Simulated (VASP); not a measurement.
Wanted: the native input for a VASP 6.6.1 run.

| Property | Result |
| --- | --- |
| Task | single point |
| Functional | PBEsol |
| Potentials or basis | VASP PAW PBE potentials, release 64 (Zr_sv, B) |
| Cutoff | 500 eV |
| k mesh | 10 × 10 × 8 |
| Occupations | fermi-dirac, width 0.05 eV |
| Spin | no spin polarisation |
| Dipole correction | no |
| Further INCAR settings | ALGO = Normal; EDIFF = 1e-06; NBANDS = 16 |

The structure of ZrB2 lies in POSCAR:

```
ZrB2
1.0
    3.1700000000      0.0000000000      0.0000000000
   -1.5850000000      2.7453005300      0.0000000000
    0.0000000000      0.0000000000      3.5330000000
Zr B
1 2
Direct
    0.0000000000      0.0000000000      0.0000000000
    0.3333333333      0.6666666667      0.5000000000
    0.6666666667      0.3333333333      0.5000000000
```

One way to write it, as run:

INCAR

```
  ALGO = Normal
  EDIFF = 1E-6
  ENCUT = 500
  GGA = PS
  GGA_COMPAT = False
  ISIF = 2
  ISMEAR = -1
  LASPH = True
  LCHARG = True
  LELF = True
  LREAL = False
  LVHAR = True
  LWAVE = False
  NBANDS = 16
  NELM = 120
  PREC = Accurate
  SIGMA = 0.05
```

KPOINTS

```
k-points
0
Gamma
  10 10 8
```

Potentials or basis: VASP PAW PBE potentials, release 64 (Zr_sv, B).

Command:

```sh
$ cat potpaw_PBE.64/Zr_sv/POTCAR potpaw_PBE.64/B/POTCAR > POTCAR
$ mpirun -np 1 vasp_std > vasp.out
```

Results of the run:

```yaml
Pressure: -3.7 GPa
Band_gap_on_the_k_mesh: zero (bands 9 and 10 overlap by 0.80 eV)
```

Caveat: the cell stands under tension; the PAW data sets were made with another functional, which shifts forces and pressure a little.

Run time: 45 s on 1 thread of Intel(R) Xeon(R) Platinum 8259CL CPU @ 2.50GHz (Skylake/Cascade Lake), on a shared host, peak memory 0.15 GiB.
